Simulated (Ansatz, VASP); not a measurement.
Two plane-wave programs on Cd

File INCAR:

```
PREC = Accurate
ENCUT = 600
EDIFF = 1E-7
ISMEAR = -1
SIGMA = 0.05
LREAL = False
LASPH = True
NELM = 80
ALGO = Normal
ISIF = 3
LWAVE = False
LCHARG = False
GGA = PE
IBRION = 2
NSW = 60
EDIFFG = -0.005
```

KPOINTS

```
regular mesh
0
Gamma
  16 16 16
```

File POSCAR:

```
Cd
1.0
   -1.7942719145      1.7942719145      1.7942719145
    1.7942719145     -1.7942719145      1.7942719145
    1.7942719145      1.7942719145     -1.7942719145
Cd
1
Direct
    0.0000000000      0.0000000000      0.0000000000
```

Input for Ansatz:

```yaml
crystal:
  lattice:
    - [-1.7942719145, 1.7942719145, 1.7942719145]
    - [1.7942719145, -1.7942719145, 1.7942719145]
    - [1.7942719145, 1.7942719145, -1.7942719145]
  atoms:
    - { symbol: Cd, position: [0.0, 0.0, 0.0] }
kpoints:
  mp_grid: { grid: [16, 16, 16] }
scf:
  occupations: { method: fermi_dirac, width: 0.05 }
hamiltonian:
  xc: pbe
  pseudopotentials: { kind: paw }
output:
  forces: true
  stress: true
  write_density: true
  write_potential: true
  elf: true
  volumetric_format: npy
relax:
  f_tol: 0.005
  max_steps: 40
  cell: {}
```

Alike in both runs: task relaxation of cell and atoms; functional PBE; k mesh 16 × 16 × 16; occupations fermi-dirac, width 0.05 eV; no spin polarisation.

|  | VASP | Ansatz |
| --- | --- | --- |
| version | VASP 6.6.1 | Ansatz 0.2.0 |
| potentials or method | VASP PAW PBE potentials, release 64 (Cd) | PAW with Ansatz's default frozen-core files, scalar-relativistic |
| plane-wave cutoff (eV) | 600 | 420 |
| valence electrons in the cell | 12 | 20 |

VASP gave:

- relaxed volume (Å³/atom): 23.41
- relaxed cell length with the largest relative difference (Å): 3.121

Q: Which values does Ansatz return?

A: Relaxed volume (Å³/atom): 23.33; relaxed cell length with the largest relative difference (Å): 3.118.

VASP's potentials hold 12 valence electrons a cell and Ansatz's 20, so a difference there can come from the potentials and not from the codes.
